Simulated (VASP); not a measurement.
Here is a VASP 6.6.1 calculation.

INCAR

```
SYSTEM = Si
ALGO = Normal ; EDIFF = 1E-7
ENCUT = 520 ; GGA = PE
ISIF = 2 ; ISMEAR = 0
LASPH = .TRUE. ; LCHARG = .FALSE.
LREAL = .FALSE. ; LWAVE = .FALSE.
NBANDS = 8 ; NELM = 100
PREC = Accurate ; SIGMA = 0.1
```

Contents of KPOINTS:

```
k-points
0
G
  22 22 22
  0 0 0
```

Contents of POSCAR:

```
Si
1.0
    2.5324483428      0.0000000000      0.0000000000
    0.0000000000      2.5324483428      0.0000000000
    0.0000000000      0.0000000000      2.5321348764
Si
1
Direct
    0.5000000000      0.5000000000      0.5000000000
```

Potentials or basis: VASP PAW PBE potentials, release 64 (Si).

The run is started by

```bash
$ cat potpaw_PBE.64/Si/POTCAR > POTCAR
$ mpirun -np 1 vasp_std > vasp.out
```

Q: Predict the pressure.

A: 0.0 GPa.

Q: What does it give for the band gap on the k mesh?

A: Zero (bands 2 and 3 overlap by 10.31 eV).
